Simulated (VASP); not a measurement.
A run of VASP 6.6.1 is set up as follows.

File INCAR:

```
ALGO = Normal
EDIFF = 1E-6
ENCUT = 520
GGA = PE
ISIF = 2
ISMEAR = -1
LASPH = T
LCHARG = F
LREAL = F
LWAVE = F
NBANDS = 12
NELM = 60
PREC = Accurate
SIGMA = 0.05
```

KPOINTS

```
k-points
0
Gamma
  14 14 14
```

POSCAR

```
Ti
1.0
    0.0000000000      2.0094935475      2.0094935475
    2.0094935475      0.0000000000      2.0094935475
    2.0094935475      2.0094935475      0.0000000000
Ti
1
Direct
    0.0000000000      0.0000000000      0.0000000000
```

Potentials or basis: VASP PAW PBE potentials, release 64 (Ti_sv).

Launch:

```sh
$ cat potpaw_PBE.64/Ti_sv/POTCAR > POTCAR
$ mpirun -np 1 vasp_std > vasp.out
```

(1) Estimate the pressure.

(2) What does it give for the band gap on the k mesh?

## Answers

(1) 8.0 GPa.

(2) zero (band 6 reaches 9.88 eV, above the bottom of band 7 at 8.51 eV).
